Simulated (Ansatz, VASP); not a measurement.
**One calculation of Cu2O, two programs**

```xyz
6
Lattice="4.2308 0.0000 0.0000 0.0000 4.2308 0.0000 0.0000 0.0000 4.2308" Properties=species:S:1:pos:R:3 pbc="T T T"
Cu    1.0577    1.0577    1.0577
Cu    1.0577    3.1731    3.1731
Cu    3.1731    3.1731    1.0577
Cu    3.1731    1.0577    3.1731
O     0.0000    0.0000    0.0000
O     2.1154    2.1154    2.1154
```

Alike in both runs: functional r2SCAN; dispersion rVV10; k mesh 4 × 4 × 4; occupations gaussian, width 0.02 eV; no spin polarisation.

Ansatz relaxed the structure, and its values are those at the end. VASP's run is a single point on that final structure, the one shown.

|  | VASP | Ansatz |
| --- | --- | --- |
| version | VASP 6.6.1 | Ansatz 0.2.0 |
| potentials or method | VASP PAW PBE potentials, release 64 (Cu, O) | plane waves, PAW |
| plane-wave cutoff (eV) | 660 | 500 |
| valence electrons in the cell | 56 | 88 |

Ansatz gave:

- pressure (GPa): 0.0

Estimate VASP's values.

pressure (GPa): 1.0.

VASP's potentials were made for PBE, not for r2SCAN. VASP's potentials hold 56 valence electrons a cell and Ansatz's 88, so a difference there can come from the potentials and not from the codes.
